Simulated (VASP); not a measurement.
# Al2Ru in VASP: further runs

The runs below take Al2Ru through single point, with PBEsol.

Program: VASP 6.6.1. These are calculated values, not measurements. Logs are shortened: lines on timing, memory, paths and dates and some standing lists are left out, and cuts for length are marked.

### Step 1. The cell of the first run

It takes space group I4mm (No. 107, tetragonal). The conventional cell has a = 3.066 Å, b = 3.066 Å, c = 8.802 Å, α = 90.00°, β = 90.00°, γ = 90.00°. Within 3.3 Å of Al (site symmetry 4mm) lie 5 Ru at 2.48 to 3.19 Å and 9 Al at 2.56 to 3.07 Å. Within 3.4 Å of Al (site symmetry 4mm) lie 5 Ru at 2.55 to 3.05 Å and 9 Al at 2.56 to 3.07 Å. Within 3.3 Å of Ru (site symmetry 4mm) lie 10 Al at 2.48 to 3.19 Å and 4 Ru at 3.07 Å.

### Step 2. Single point, PBEsol (strained and its atoms moved)

INCAR

```
SYSTEM = Al2Ru
PREC = Accurate
ENCUT = 520
EDIFF = 1E-6
ISMEAR = 0
SIGMA = 0.1
LREAL = .False.
LASPH = .True.
NELM = 60
ALGO = Fast
ISIF = 2
LWAVE = .False.
LCHARG = .False.
GGA = PS
NBANDS = 17
```

KPOINTS

```
Automatic mesh
0
Gamma
  16 16 16
  0 0 0
```

POSCAR

```
Al2Ru
1.0
   -1.5329738037      1.5329738037      4.4008523651
    1.5329738037     -1.5329738037      4.4008523651
    1.5329738037      1.5329738037     -4.4008523651
Al Ru
2 1
Direct
    0.6427929083      0.6427929083      0.0000000000
    0.3519087046      0.3519087046      0.0000000000
    0.0052983872      0.0052983872      0.0000000000
```

Potentials or basis: VASP PAW PBE potentials, release 64 (Al, Ru_pv).

Run with:

```bash
> cat potpaw_PBE.64/Al/POTCAR potpaw_PBE.64/Ru_pv/POTCAR > POTCAR
> mpirun -np 1 vasp_std > vasp.out
```

OUTCAR:

```text
SYSTEM = Al2Ru
   PREC = Accurate
   ENCUT = 520
   EDIFF = 1E-6
   ISMEAR = 0
   LREAL = .False.
   LASPH = .True.
   NELM = 60
   ISIF = 2
   GGA = PS

 ion  position               nearest neighbor table
   1  0.643  0.643  0.000-   3 2.48   3 2.48   3 2.48   3 2.48   2 2.56   2 2.84   2 2.84   2 2.84
                             2 2.84   3 3.19
   2  0.352  0.352  0.000-   3 2.55   3 2.55   3 2.55   3 2.55   1 2.56   1 2.84   1 2.84   1 2.84
                             1 2.84   3 3.05
   3  0.005  0.005  0.000-   1 2.48   1 2.48   1 2.48   1 2.48   2 2.55   2 2.55   2 2.55   2 2.55
                             2 3.05   1 3.19

  LATTYP: Found a body centered tetragonal cell.
 ALAT       =     3.0659476074
 C/A-ratio  =     2.8707942396

  Lattice vectors:

 A1 = (  -1.5329738037,   1.5329738037,   4.4008523651)
 A2 = (   1.5329738037,  -1.5329738037,   4.4008523651)
 A3 = (   1.5329738037,   1.5329738037,  -4.4008523651)

Analysis of symmetry for initial positions (statically):
=====================================================================
 Subroutine PRICEL returns:
 Original cell was already a primitive cell.

 Routine SETGRP: Setting up the symmetry group for a
 body centered tetragonal supercell.

 Subroutine GETGRP returns: Found  8 space group operations
 (whereof  8 operations were pure point group operations)
 out of a pool of 16 trial point group operations.

The static configuration has the point symmetry C_4v.

Analysis of symmetry for dynamics (positions and initial velocities):
=====================================================================
 Subroutine PRICEL returns:
 Original cell was already a primitive cell.

 Routine SETGRP: Setting up the symmetry group for a
 body centered tetragonal supercell.

 Subroutine GETGRP returns: Found  8 space group operations
 (whereof  8 operations were pure point group operations)
 out of a pool of 16 trial point group operations.

The dynamic configuration has the point symmetry C_4v.

 Subroutine INISYM returns: Found  8 space group operations
 (whereof  8 operations are pure point group operations),
 and found     1 'primitive' translations

----------------------------------------------------------------------------------------

                                     Primitive cell

  volume of cell :      41.3682

  direct lattice vectors                    reciprocal lattice vectors
    -1.532973804  1.532973804  4.400852365     0.000000000  0.326163434  0.113614354
     1.532973804 -1.532973804  4.400852365     0.326163434  0.000000000  0.113614354
[... 85 lines left out ...]
   ENCUT  =  520.0 eV  38.22 Ry    6.18 a.u.   9.12  9.12  9.12*2*pi/ulx,y,z
   NELM   =     60;   NELMIN=  2; NELMDL= -5     # of ELM steps
   EDIFF  = 0.1E-05   stopping-criterion for ELM
   LREAL  =      F    real-space projection
   EDIFFG = 0.1E-04   stopping-criterion for IOM
   NSW    =      0    number of steps for IOM
   IBRION =     -1    ionic relax: 0-MD 1-quasi-New 2-CG
   NFREE  =      0    steps in history (QN), initial steepest desc. (CG)
   ISIF   =      2    stress and relaxation
   ISYM   =      2    0-nonsym 1-usesym 2-fastsym
   POTIM  = 0.5000    time-step for ionic-motion
   TEBEG  =    0.0;   TEEND  =   0.0 temperature during run
   PSTRESS=    0.0 pullay stress
   NELECT =      20.0000    total number of electrons
   NUPDOWN=      -1.0000    fix difference up-down
   EMIN   =  10.00;   EMAX   =-10.00  energy-range for DOS
   EFERMI =   0.00;   METHOD = LEGACY
   ISMEAR =     0;   SIGMA  =   0.10  broadening in eV -4-tet -1-fermi 0-gaus
   EFERMI_NEDOS =   21; number of points for ismear=-14 and -15
   IALGO  =     68    algorithm
   IMIX   =      4    mixing-type and parameters
     AMIX     =   0.40;   BMIX     =  1.00
     AMIX_MAG =   1.60;   BMIX_MAG =  1.00
  volume/ion in A,a.u.               =      13.79        93.06
  Fermi-wavevector in a.u.,A,eV,Ry     =   1.284881  2.428072 22.462102  1.650918
  Thomas-Fermi vector in A             =   2.417048
   LORBIT       =      0    0 simple, 1 ext, 2 COOP (PROOUT), +10 PAW based schemes
   GGA     = PS    functional components
   LHFCALC =     F    Hartree Fock is set to
   AEXX    =    0.0000 exact exchange contribution
   IVDW    =     0    specifies the selected vdW correction
   LEPSILON=     F    determine dielectric tensor
   LRPA    =     F    only Hartree local field effects (RPA)
 non-spin polarized calculation
 RMM-DIIS sequential band-by-band and
 Gauss-broadening in eV      SIGMA  =   0.10
  energy-cutoff  :      520.00
  volume of cell :       41.37
 maximum number of plane-waves:      1132
   NGX = 19   NGY = 19   NGZ = 19

 number of electron      20.0000000 magnetization

 Free energy of the ion-electron system (eV)
  ---------------------------------------------------
  ext. energy  EPLUGINS =         0.00000000
  ---------------------------------------------------
  free energy    TOTEN  =       -20.10176612 eV

  energy without entropy =      -20.09888418  energy(sigma->0) =      -20.10032515

 E-fermi :  10.6666     XC(G=0): -11.9572

 val. band max:       10.6664106011   @ k =  -0.3125   0.3750   0.2500
 cond. band min:      10.6704499918   @ k =  -0.3750   0.2500   0.0625
 fundamental gap:      0.0040393908
 Fermi energy:        10.6666421452

 k-point     1 :       0.0000    0.0000    0.0000
  band No.  band energies     occupation
      1     -32.1285      2.00000
      2     -32.1285      2.00000
      3     -31.9900      2.00000
      4      -0.3738      2.00000
      5       4.6646      2.00000
      6       6.2450      2.00000
[... 457 lines left out ...]
      4      -0.2363      2.00000
      5       4.7837      2.00000
      6       6.3064      2.00000
[... 9 lines left out ...]
     16      18.3369      0.00000
     17      20.0025      0.00000

 [... further k-points ...]
[... 5 lines left out ...]
  --------------------------------------------------------------------------------------
  -------------------------------------------------------------------------------------
  Total        1.1370586      1.1370586      1.0991920      0.0000000      0.0000000      0.0000000
  in kB       44.0379596     44.0379596     42.5713956      0.0000000      0.0000000      0.0000000
  external PRESSURE =      43.5491049 kB  Pullay stress =       0.0000000 kB

 VOLUME and BASIS-vectors are now :
 -----------------------------------------------------------------------------
  energy-cutoff  :      520.00
  volume of cell :       41.37
      direct lattice vectors                 reciprocal lattice vectors
    -1.532973804  1.532973804  4.400852365     0.000000000  0.326163434  0.113614354
     1.532973804 -1.532973804  4.400852365     0.326163434  0.000000000  0.113614354
     1.532973804  1.532973804 -4.400852365     0.326163434  0.326163434  0.000000000

 POSITION                                       TOTAL-FORCE (eV/Angst)
 -----------------------------------------------------------------------------------
      0.00000      0.00000      5.65767         0.000000      0.000000      2.076847
      0.00000      0.00000      3.09740        -0.000000     -0.000000     -1.479751
      0.00000      0.00000      0.04663         0.000000      0.000000     -0.597097
 -----------------------------------------------------------------------------------
    total drift:                                0.000000      0.000000     -0.000093

  FREE ENERGIE OF THE ION-ELECTRON SYSTEM (eV)
  ---------------------------------------------------
  free  energy   TOTEN  =       -20.1017661203 eV

  energy  without entropy=      -20.0988841814  energy(sigma->0) =      -20.10032515
```

It took 9.6 min on 1 thread of Intel Xeon 8259CL, shared host; peak memory 0.39 GiB.

What came out:

* Free energy: -20.1018 eV
* Pressure: 4.4 GPa
* Largest force: 2.077 eV/Å
* Band gap on the k mesh: zero (bands 10 and 11 overlap by 0.40 eV)

Forces on the atoms (eV/Å):
```
Al   0.000  0.000  2.077
Al   0.000  0.000 -1.480
Ru   0.000  0.000 -0.597
```

Caveat: the cell differs from its parent crystal (strained and its atoms moved); the cell stands under pressure; the PAW data sets were made with another functional, which shifts forces and pressure a little.

### Step 3. Single point, PBEsol (strained)

INCAR

```
PREC = Accurate ; ENCUT = 520
EDIFF = 1E-7 ; ISMEAR = 0
SIGMA = 0.1 ; LREAL = F
LASPH = T ; NELM = 60
ALGO = Fast ; ISIF = 2
LWAVE = F ; LCHARG = F
GGA = PS ; NBANDS = 17
```

KPOINTS

```
regular mesh
0
Gamma
  18 18 18
```

POSCAR

```
Al2Ru
1.0
   -1.5871204339      1.5871204339      4.1673865159
    1.5871204339     -1.5871204339      4.1673865159
    1.5871204339      1.5871204339     -4.1673865159
Al Ru
2 1
Direct
    0.6679051834      0.6679051834      0.0000000000
    0.3320948166      0.3320948166      0.0000000000
    0.0000000000      0.0000000000      0.0000000000
```

Potentials or basis: VASP PAW PBE potentials, release 64 (Al, Ru_pv).

Run with:

```bash
> cat potpaw_PBE.64/Al/POTCAR potpaw_PBE.64/Ru_pv/POTCAR > POTCAR
> mpirun -np 1 vasp_std > vasp.out
```

Run time: 14 min. Hardware: 1 thread of Intel Xeon 8259CL, shared host; peak memory 0.47 GiB.

The run converged. Its results:

```yaml
Free_energy: -20.2280 eV
Pressure: -4.6 GPa
Largest_force: 1.183 eV/Å
Band_gap_on_the_k_mesh: zero (bands 10 and 11 overlap by 0.08 eV)
```

Forces in eV/Å, atoms in the order of the input:
```
Al   0.000  0.000 -1.183
Al   0.000  0.000  1.183
Ru   0.000  0.000  0.000
```

Stress tensor (GPa, compression positive):
```
-4.15  0.00  0.00
 0.00 -4.15  0.00
 0.00  0.00 -5.46
```

Levels at points of the mesh, in eV from the Fermi level:
| k point | band 7 | band 8 | band 9 | band 10 | band 11 | band 12 | band 13 | band 14 |
| --- | --- | --- | --- | --- | --- | --- | --- | --- |
| (0.00, 0.00, 0.00) | -1.92 | -1.92 | -1.61 | -0.76 | 2.70 | 4.42 | 5.85 | 5.85 |
| (0.50, 0.00, 0.00) | -2.72 | -2.44 | -2.22 | -1.30 | 0.64 | 3.22 | 5.61 | 6.43 |
| (0.50, 0.50, 0.00) | -3.15 | -3.07 | -1.48 | 0.01 | 0.33 | 1.84 | 2.03 | 5.16 |
| (0.50, 0.50, 0.50) | -2.50 | -1.38 | -1.38 | -0.73 | 2.78 | 2.78 | 5.95 | 7.01 |

Caveat: the cell differs from its parent crystal (strained); the cell stands under tension; the PAW data sets were made with another functional, which shifts forces and pressure a little.

The gap in the log of VASP goes by the Fermi energy; the results here count the filled bands.